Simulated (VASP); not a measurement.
Set up this calculation in VASP 6.6.1, as the native input.

| Property | Result |
| --- | --- |
| Task | single point |
| Functional | PBE |
| Potentials or basis | VASP PAW PBE potentials, release 64 (Ni, Al) |
| Cutoff | 520 eV |
| k mesh | 11 × 11 × 6 |
| Occupations | fermi-dirac, width 0.05 eV |
| Spin | no spin polarisation |
| Dipole correction | no |
| Further INCAR settings | ALGO = Normal; EDIFF = 1e-06; NBANDS = 21 |

The structure of AlNi (NiAs type) lies in POSCAR:

```
AlNi
1.0
    3.5207799766      0.0000000000      0.0000000000
   -1.7603899883      3.0490849009      0.0000000000
    0.0000000000      0.0000000000      4.9535666396
Ni Al
2 2
Direct
    0.0000000000      0.0000000000      0.0000000000
    0.0000000000      0.0000000000      0.5000000000
    0.3333333333      0.6666666667      0.2500000000
    0.6666666667      0.3333333333      0.7500000000
```

One way to write it, as run:

INCAR

```
SYSTEM = AlNi
ALGO = Normal
EDIFF = 1E-6
ENCUT = 520
GGA = PE
ISIF = 2
ISMEAR = -1
LASPH = .True.
LCHARG = .False.
LREAL = .False.
LWAVE = .False.
NBANDS = 21
NELM = 60
PREC = Accurate
SIGMA = 0.05
```

KPOINTS

```
k-points
0
Gamma
  11 11 6
  0 0 0
```

Potentials or basis: VASP PAW PBE potentials, release 64 (Ni, Al).

Command:

```sh
$ cat potpaw_PBE.64/Ni/POTCAR potpaw_PBE.64/Al/POTCAR > POTCAR
$ mpirun -np 1 vasp_std > vasp.out
```

Results of the run:

```yaml
Pressure: 9.1 GPa
Band_gap_on_the_k_mesh: zero (band 13 reaches 12.89 eV, above the bottom of band 14 at 7.18 eV)
```

Run time: 32 s on 1 thread of Intel(R) Xeon(R) 6975P-C (Granite Rapids) (shared host), peak memory 0.21 GiB.
